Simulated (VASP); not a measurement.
A run of VASP 6.6.1 is set up as follows.

The input INCAR:

```
SYSTEM = AlP
PREC     = Accurate       ! precision mode
ENCUT    = 500            ! plane-wave cutoff, eV
EDIFF    = 1E-6           ! SCF threshold, eV
ISMEAR   = -1             ! smearing method
SIGMA    = 0.02           ! smearing width, eV
LREAL    = .FALSE.        ! projectors in reciprocal space
LASPH    = .TRUE.         ! aspherical terms in the spheres
NELM     = 120            ! most SCF steps
ALGO     = Normal         ! electronic algorithm
ISIF     = 2              ! what is computed and relaxed
LWAVE    = .FALSE.        ! write WAVECAR
LCHARG   = .TRUE.         ! write CHGCAR
GGA      = PE             ! functional
LELF     = .TRUE.         ! ELF
LVHAR    = .TRUE.       
NBANDS   = 11             ! bands
GGA_COMPAT= .FALSE.
```

KPOINTS

```
regular mesh
0
G
  8 8 8
  0 0 0
```

POSCAR

```
AlP
1.0
    0.0000000000      2.8488274949      2.8488274949
    2.8488274949      0.0000000000      2.8488274949
    2.8488274949      2.8488274949      0.0000000000
Al P
1 1
Direct
    0.0000000000      0.0000000000      0.0000000000
    0.2500000000      0.2500000000      0.2500000000
```

Potentials or basis: VASP PAW PBE potentials, release 64 (Al, P).

Run with:

```sh
$ cat potpaw_PBE.64/Al/POTCAR potpaw_PBE.64/P/POTCAR > POTCAR
$ mpirun -np 1 vasp_std > vasp.out
```

(1) Estimate the band gap on the k mesh.

(2) Predict the pressure.

Results:

(1) 1.80 eV, indirect (least direct gap 2.24 eV).

(2) -6.8 GPa.

Caveat: the cell differs from its parent crystal (strain +4.0%).
